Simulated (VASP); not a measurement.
# ZnS (F-43m) in VASP: notebook

Runs on ZnS. Level: LDA. Tasks: single point, relaxation of cell and atoms.

Program: VASP 6.6.1. These are calculated values, not measurements. Logs are shortened: lines on timing, memory, paths and dates and some standing lists are left out, and cuts for length are marked.

### Step 1. The cell of the first run

It takes space group F-43m (No. 216, cubic). The conventional cell has a = 5.191 Å, b = 5.191 Å, c = 5.191 Å, α = 90.00°, β = 90.00°, γ = 90.00°. Zn (site symmetry -43m) has 4 S at 2.25 Å within 3.0 Å. Within 3.0 Å of S (site symmetry -43m) lie 4 Zn at 2.25 Å.

### Step 2. Single point, LDA

Contents of INCAR:

```
SYSTEM = ZnS
  ALGO = Normal
  EDIFF = 1E-6
  ENCUT = 520
  GGA = CA
  ISIF = 2
  ISMEAR = 0
  LASPH = .True.
  LCHARG = .False.
  LREAL = .False.
  LWAVE = .False.
  NBANDS = 16
  NELM = 80
  PREC = Accurate
  SIGMA = 0.01
```

Contents of KPOINTS:

```
k-points
0
Gamma
  10 10 10
  0 0 0
```

Contents of POSCAR:

```
ZnS
1.0
    0.0000000000      2.5954004209      2.5954004209
    2.5954004209      0.0000000000      2.5954004209
    2.5954004209      2.5954004209      0.0000000000
Zn S
1 1
Direct
    0.0000000000      0.0000000000      0.0000000000
    0.7500000000      0.7500000000      0.7500000000
```

Potentials or basis: VASP PAW LDA potentials, release 64 (Zn, S).

Run with:

```sh
$ cat potpaw_LDA.64/Zn/POTCAR potpaw_LDA.64/S/POTCAR > POTCAR
$ mpirun -np 1 vasp_std > vasp.out
```

OUTCAR:

```text
SYSTEM = ZnS
   EDIFF = 1E-6
   ENCUT = 520
   GGA = CA
   ISIF = 2
   ISMEAR = 0
   LASPH = .True.
   LREAL = .False.
   NELM = 80
   PREC = Accurate

 ion  position               nearest neighbor table
   1  0.000  0.000  0.000-   2 2.25   2 2.25   2 2.25   2 2.25
   2  0.750  0.750  0.750-   1 2.25   1 2.25   1 2.25   1 2.25

  LATTYP: Found a face centered cubic cell.
 ALAT       =     5.1908008418

  Lattice vectors:

 A1 = (   0.0000000000,   2.5954004209,   2.5954004209)
 A2 = (   2.5954004209,   0.0000000000,   2.5954004209)
 A3 = (   2.5954004209,   2.5954004209,   0.0000000000)

Analysis of symmetry for initial positions (statically):
=====================================================================
 Subroutine PRICEL returns:
 Original cell was already a primitive cell.

 Routine SETGRP: Setting up the symmetry group for a
 face centered cubic supercell.

 Subroutine GETGRP returns: Found 24 space group operations
 (whereof 24 operations were pure point group operations)
 out of a pool of 48 trial point group operations.

The static configuration has the point symmetry T_d .

Analysis of symmetry for dynamics (positions and initial velocities):
=====================================================================
 Subroutine PRICEL returns:
 Original cell was already a primitive cell.

 Routine SETGRP: Setting up the symmetry group for a
 face centered cubic supercell.

 Subroutine GETGRP returns: Found 24 space group operations
 (whereof 24 operations were pure point group operations)
 out of a pool of 48 trial point group operations.

The dynamic configuration has the point symmetry T_d .

 Subroutine INISYM returns: Found 24 space group operations
 (whereof 24 operations are pure point group operations),
 and found     1 'primitive' translations

----------------------------------------------------------------------------------------

                                     Primitive cell

  volume of cell :      34.9658

  direct lattice vectors                    reciprocal lattice vectors
     0.000000000  2.595400421  2.595400421    -0.192648501  0.192648501  0.192648501
     2.595400421  0.000000000  2.595400421     0.192648501 -0.192648501  0.192648501
     2.595400421  2.595400421  0.000000000     0.192648501  0.192648501 -0.192648501

  length of vectors
     3.670450475  3.670450475  3.670450475     0.333676991  0.333676991  0.333676991

  position of ions in fractional coordinates (direct lattice)
     0.000000000  0.000000000  0.000000000
     0.750000000  0.750000000  0.750000000

[... 77 lines left out ...]
   LREAL  =      F    real-space projection
   EDIFFG = 0.1E-04   stopping-criterion for IOM
   NSW    =      0    number of steps for IOM
   IBRION =     -1    ionic relax: 0-MD 1-quasi-New 2-CG
   NFREE  =      0    steps in history (QN), initial steepest desc. (CG)
   ISIF   =      2    stress and relaxation
   ISYM   =      2    0-nonsym 1-usesym 2-fastsym
   POTIM  = 0.5000    time-step for ionic-motion
   TEBEG  =    0.0;   TEEND  =   0.0 temperature during run
   PSTRESS=    0.0 pullay stress
   NELECT =      18.0000    total number of electrons
   NUPDOWN=      -1.0000    fix difference up-down
   EMIN   =  10.00;   EMAX   =-10.00  energy-range for DOS
   EFERMI =   0.00;   METHOD = LEGACY
   ISMEAR =     0;   SIGMA  =   0.01  broadening in eV -4-tet -1-fermi 0-gaus
   EFERMI_NEDOS =   21; number of points for ismear=-14 and -15
   IALGO  =     38    algorithm
   IMIX   =      4    mixing-type and parameters
     AMIX     =   0.40;   BMIX     =  1.00
     AMIX_MAG =   1.60;   BMIX_MAG =  1.00
  volume/ion in A,a.u.               =      17.48       117.98
  Fermi-wavevector in a.u.,A,eV,Ry     =   1.312053  2.479420 23.422190  1.721482
  Thomas-Fermi vector in A             =   2.442472
   LORBIT       =      0    0 simple, 1 ext, 2 COOP (PROOUT), +10 PAW based schemes
   GGA     = CA    functional components
   LHFCALC =     F    Hartree Fock is set to
   AEXX    =    0.0000 exact exchange contribution
   IVDW    =     0    specifies the selected vdW correction
   LEPSILON=     F    determine dielectric tensor
   LRPA    =     F    only Hartree local field effects (RPA)
 non-spin polarized calculation
 Gauss-broadening in eV      SIGMA  =   0.01
  energy-cutoff  :      520.00
  volume of cell :       34.97
 maximum number of plane-waves:       960
   NGX = 13   NGY = 13   NGZ = 13

 number of electron      17.9999985 magnetization

 Free energy of the ion-electron system (eV)
  ---------------------------------------------------
  ext. energy  EPLUGINS =         0.00000000
  ---------------------------------------------------
  free energy    TOTEN  =        -8.16472991 eV

  energy without entropy =       -8.16472991  energy(sigma->0) =       -8.16472991

 E-fermi :   3.2260     XC(G=0): -10.6021

 val. band max:        3.1511260820   @ k =   0.0000   0.0000   0.0000
 cond. band min:       5.5942041594   @ k =   0.0000   0.0000   0.0000
 fundamental gap:      2.4430780774
 Fermi energy:         3.2260207279

 k-point     1 :       0.0000    0.0000    0.0000
  band No.  band energies     occupation
      1     -10.8793      2.00000
      2      -3.9112      2.00000
      3      -3.9112      2.00000
      4      -3.9112      2.00000
      5      -3.2803      2.00000
      6      -3.2803      2.00000
[... 433 lines left out ...]
      3      -3.6029      2.00000
      4      -3.5971      2.00000
      5      -3.2658      2.00000
      6      -3.2027      2.00000
[... 8 lines left out ...]
     15      16.7651      0.00000
     16      19.7044      0.00000

 [... further k-points ...]

------------------------ aborting loop because EDIFF is reached ----------------------------------------

  FORCE on cell =-STRESS in cart. coord.  units (eV):
  Direction    XX          YY          ZZ          XY          YZ          ZX
  --------------------------------------------------------------------------------------
  -------------------------------------------------------------------------------------
  Total        1.3711532      1.3711532      1.3711532     -0.0000000     -0.0000000     -0.0000000
  in kB       62.8280300     62.8280300     62.8280300     -0.0000000     -0.0000000     -0.0000000
  external PRESSURE =      62.8280300 kB  Pullay stress =       0.0000000 kB

 VOLUME and BASIS-vectors are now :
 -----------------------------------------------------------------------------
  energy-cutoff  :      520.00
  volume of cell :       34.97
      direct lattice vectors                 reciprocal lattice vectors
     0.000000000  2.595400421  2.595400421    -0.192648501  0.192648501  0.192648501
     2.595400421  0.000000000  2.595400421     0.192648501 -0.192648501  0.192648501
     2.595400421  2.595400421  0.000000000     0.192648501  0.192648501 -0.192648501

 POSITION                                       TOTAL-FORCE (eV/Angst)
 -----------------------------------------------------------------------------------
      0.00000      0.00000      0.00000        -0.000000     -0.000000     -0.000000
      3.89310      3.89310      3.89310         0.000000      0.000000      0.000000
 -----------------------------------------------------------------------------------
    total drift:                               -0.000000     -0.000000     -0.000000

  FREE ENERGIE OF THE ION-ELECTRON SYSTEM (eV)
  ---------------------------------------------------
  free  energy   TOTEN  =        -8.1647299070 eV

  energy  without entropy=       -8.1647299070  energy(sigma->0) =       -8.16472991
```

OSZICAR:

```text
N       E                     dE             d eps       ncg     rms          rms(c)
DAV:   1     0.866452272900E+02    0.86645E+02   -0.90263E+03  1512   0.141E+03
DAV:   2    -0.310971288851E+01   -0.89755E+02   -0.83936E+02  1688   0.262E+02
DAV:   3    -0.856852893873E+01   -0.54588E+01   -0.54366E+01  1824   0.634E+01
DAV:   4    -0.862285993488E+01   -0.54331E-01   -0.54320E-01  1840   0.655E+00
DAV:   5    -0.862345744006E+01   -0.59751E-03   -0.59750E-03  1896   0.670E-01    0.866E+00
DAV:   6    -0.820665464228E+01    0.41680E+00   -0.77937E-01  2256   0.333E+01    0.657E+00
DAV:   7    -0.817198711687E+01    0.34668E-01   -0.26182E-01  1912   0.558E+00    0.304E+00
DAV:   8    -0.816536242470E+01    0.66247E-02   -0.69521E-03  2184   0.171E+00    0.676E-01
DAV:   9    -0.816472099298E+01    0.64143E-03   -0.15338E-03  1808   0.288E-01    0.749E-02
DAV:  10    -0.816473126405E+01   -0.10271E-04   -0.12441E-04  1824   0.100E-01    0.592E-02
DAV:  11    -0.816473000326E+01    0.12608E-05   -0.13071E-05  2312   0.732E-02    0.234E-02
DAV:  12    -0.816472990701E+01    0.96248E-07   -0.12389E-06  1120   0.172E-02
   1 F= -.81647299E+01 E0= -.81647299E+01  d E =-.737851E-29
```

Wall time 39 s (1 thread of Intel Xeon 8259CL, shared host); peak memory 0.15 GiB.

What came out:

```
Free energy            : -8.1647 eV
Pressure               : 6.3 GPa
Band gap on the k mesh : 2.44 eV
```

Levels at points of the mesh, in eV from the valence-band top:
| k point | band 6 | band 7 | band 8 | band 9 | band 10 | band 11 | band 12 | band 13 |
| --- | --- | --- | --- | --- | --- | --- | --- | --- |
| (0.00, 0.00, 0.00) | -6.43 | 0.00 | 0.00 | 0.00 | 2.44 | 6.15 | 6.15 | 6.15 |
| (0.50, 0.00, 0.00) | -6.30 | -6.11 | -1.07 | -1.07 | 3.34 | 6.70 | 6.70 | 9.04 |
| (0.50, 0.50, 0.00) | -6.16 | -5.17 | -2.72 | -2.72 | 2.91 | 3.84 | 11.65 | 12.62 |

Caveat: the cell stands under pressure. A k mesh can miss the band edges.

### Step 3. Relaxation of cell and atoms, LDA, target pressure 6 GPa, at which the enthalpy is minimised

This run uses another cell than the first one, of 18.57 Å³/atom.

Contents of INCAR:

```
ALGO = Normal
EDIFF = 1E-7
EDIFFG = -0.001
ENCUT = 600
IBRION = 2
ISIF = 3
ISMEAR = 0
LASPH = True
LCHARG = False
LREAL = False
LWAVE = False
NELM = 100
NSW = 80
PREC = Accurate
PSTRESS = 60.0
SIGMA = 0.01
```

Contents of KPOINTS:

```
k-points
0
Gamma
  10 10 10
```

Contents of POSCAR:

```
ZnS
1.0
    0.0000000000      2.6483447010      2.6483447010
    2.6483447010      0.0000000000      2.6483447010
    2.6483447010      2.6483447010      0.0000000000
Zn S
1 1
Direct
    0.0000000000      0.0000000000      0.0000000000
    0.7500000000      0.7500000000      0.7500000000
```

Potentials or basis: VASP PAW LDA potentials, release 64 (Zn, S).

Run with:

```sh
$ cat potpaw_LDA.64/Zn/POTCAR potpaw_LDA.64/S/POTCAR > POTCAR
$ mpirun -np 1 vasp_std > vasp.out
```

OUTCAR:

```text
EDIFF = 1E-7
   EDIFFG = -0.001
   ENCUT = 600
   IBRION = 2
   ISIF = 3
   ISMEAR = 0
   LASPH = True
   LREAL = False
   NELM = 100
   NSW = 80
   PREC = Accurate
   PSTRESS = 60.0

 ion  position               nearest neighbor table
   1  0.000  0.000  0.000-   2 2.29   2 2.29   2 2.29   2 2.29
   2  0.750  0.750  0.750-   1 2.29   1 2.29   1 2.29   1 2.29

  LATTYP: Found a face centered cubic cell.
 ALAT       =     5.2966894020

  Lattice vectors:

 A1 = (   0.0000000000,   2.6483447010,   2.6483447010)
 A2 = (   2.6483447010,   0.0000000000,   2.6483447010)
 A3 = (   2.6483447010,   2.6483447010,   0.0000000000)

Analysis of symmetry for initial positions (statically):
=====================================================================
 Subroutine PRICEL returns:
 Original cell was already a primitive cell.

 Routine SETGRP: Setting up the symmetry group for a
 face centered cubic supercell.

 Subroutine GETGRP returns: Found 24 space group operations
 (whereof 24 operations were pure point group operations)
 out of a pool of 48 trial point group operations.

The static configuration has the point symmetry T_d .

Analysis of symmetry for dynamics (positions and initial velocities):
=====================================================================
 Subroutine PRICEL returns:
[... 424 lines left out ...]

 number of electron      18.0000004 magnetization

 Free energy of the ion-electron system (eV)
  ---------------------------------------------------
  ext. energy  EPLUGINS =         0.00000000
  ---------------------------------------------------
  free energy    TOTEN  =        -8.16921863 eV

  energy without entropy =       -8.16921863  energy(sigma->0) =       -8.16921863

 E-fermi :   3.2117     XC(G=0): -10.5890

 val. band max:        3.1211100716   @ k =   0.0000   0.0000   0.0000
 cond. band min:       5.5516724592   @ k =   0.0000   0.0000   0.0000
 fundamental gap:      2.4305623876
 Fermi energy:         3.2116562333

 k-point     1 :       0.0000    0.0000    0.0000
  band No.  band energies     occupation
      1     -10.8863      2.00000
      2      -3.9274      2.00000
      3      -3.9274      2.00000
      4      -3.9274      2.00000
      5      -3.3003      2.00000
      6      -3.3003      2.00000
      7       3.1211      2.00000
      8       3.1211      2.00000
      9       3.1211      2.00000
     10       5.5517      0.00000
     11       9.2697      0.00000
     12       9.2697      0.00000
     13       9.2697      0.00000
[... 354 lines left out ...]
  band No.  band energies     occupation
      1      -9.6664      2.00000
      2      -4.0273      2.00000
      3      -3.6209      2.00000
      4      -3.6150      2.00000
      5      -3.2854      2.00000
      6      -3.2232      2.00000
      7      -1.0398      2.00000
      8       0.6939      2.00000
      9       0.9487      2.00000
     10       6.7828      0.00000
     11       7.7658      0.00000
     12      12.1363      0.00000
     13      13.0635      0.00000

 [... further k-points ...]

------------------------ aborting loop because EDIFF is reached ----------------------------------------

  FORCE on cell =-STRESS in cart. coord.  units (eV):
  Direction    XX          YY          ZZ          XY          YZ          ZX
  --------------------------------------------------------------------------------------
  -------------------------------------------------------------------------------------
  Total        1.3130762      1.3130762      1.3130762     -0.0000000      0.0000000     -0.0000000
  in kB       60.0033477     60.0033477     60.0033477     -0.0000000      0.0000000     -0.0000000
  external PRESSURE =       0.0033477 kB  Pullay stress =      60.0000000 kB
[... 21 lines left out ...]
  energy  without entropy=       -8.1692186284  energy(sigma->0) =       -8.16921863

  enthalpy is  TOTEN    =        -6.8562156870 eV   P V=        1.3130029414

 reached required accuracy - stopping structural energy minimisation
```

OSZICAR:

```text
N       E                     dE             d eps       ncg     rms          rms(c)
DAV:   1     0.925659863259E+02    0.92566E+02   -0.10153E+04  1230   0.187E+03
DAV:   2    -0.202593854195E+01   -0.94592E+02   -0.90102E+02  1305   0.309E+02
DAV:   3    -0.855869295589E+01   -0.65328E+01   -0.64976E+01  1532   0.796E+01
DAV:   4    -0.864518668058E+01   -0.86494E-01   -0.86460E-01  1377   0.958E+00
[... 61 lines left out ...]
DAV:   4    -0.816914191257E+01    0.35538E-07   -0.56046E-08   611   0.480E-03
   7 F= -.68562156E+01 E0= -.68562156E+01  d E =-.851041E-05
       N       E                     dE             d eps       ncg     rms          rms(c)
DAV:   1    -0.816921923960E+01   -0.77291E-04   -0.77179E-06  1472   0.720E-02    0.578E-03
DAV:   2    -0.816921869233E+01    0.54727E-06   -0.20045E-06  1457   0.488E-02    0.228E-03
DAV:   3    -0.816921862841E+01    0.63928E-07   -0.62771E-08   611   0.398E-03
   8 F= -.68562157E+01 E0= -.68562157E+01  d E =-.859419E-05
```

CONTCAR:

```text
ZnS
   1.00000000000000
    -0.0000000000000000    2.5977559314494316    2.5977559314494316
     2.5977559314494316   -0.0000000000000000    2.5977559314494316
     2.5977559314494316    2.5977559314494316    0.0000000000000000
  Zn              S
     1     1
Direct
     0.0000000000000000    0.0000000000000000    0.0000000000000000
     0.7500000000000000    0.7500000000000000    0.7500000000000000

  0.00000000E+00  0.00000000E+00  0.00000000E+00
  0.00000000E+00  0.00000000E+00  0.00000000E+00
```

It took 3.3 min on 1 thread of Intel Xeon 8259CL, shared host; peak memory 0.17 GiB.

Results:

```yaml
Free_energy: -8.1692 eV
Relaxed_volume: 17.53 Å³/atom
Relaxed_cell: a = 3.674 Å, b = 3.674 Å, c = 3.674 Å, α = 60.00°, β = 60.00°, γ = 60.00°
Space_group_after_relaxing_to_0.1_Å: F-43m (No. 216)
Energy_change_on_relaxing_the_run_minimises_the_enthalpy: +19.4 meV/atom
Ionic_steps: 8
Pressure_after_relaxing: 6.0 GPa
Band_gap_on_the_k_mesh: 2.43 eV
```

The path:
```tsv
step	energy change (eV)	largest force (eV/Å)	pressure (GPa)	volume (Å³)
1	0.0000	0.0000	0.25	37.15
2	0.1112	0.0000	10.86	33.68
3	0.0384	0.0000	5.94	35.07
4	0.0399	0.0000	6.09	35.03
5	0.0382	0.0000	5.95	35.08
6	0.0388	0.0000	5.99	35.06
7	0.0389	0.0000	6.02	35.06
8	0.0388	0.0000	6.00	35.06
```

Final structure:
```xyz
2
Lattice="0.0000 2.5978 2.5978 2.5978 0.0000 2.5978 2.5978 2.5978 0.0000" Properties=species:S:1:pos:R:3 pbc="T T T"
Zn    0.0000    0.0000    0.0000
S     3.8966    3.8966    3.8966
```

Levels at points of the mesh, in eV from the valence-band top:
| k point | band 6 | band 7 | band 8 | band 9 | band 10 | band 11 | band 12 | band 13 |
| --- | --- | --- | --- | --- | --- | --- | --- | --- |
| (0.00, 0.00, 0.00) | -6.42 | 0.00 | 0.00 | 0.00 | 2.43 | 6.15 | 6.15 | 6.15 |
| (0.50, 0.00, 0.00) | -6.28 | -6.10 | -1.06 | -1.06 | 3.34 | 6.71 | 6.71 | 9.04 |
| (0.50, 0.50, 0.00) | -6.15 | -5.15 | -2.71 | -2.71 | 2.92 | 3.84 | 11.63 | 12.60 |

Caveat: the cell is relaxed towards a set pressure, so the run minimises the enthalpy, not the energy. A k mesh can miss the band edges.
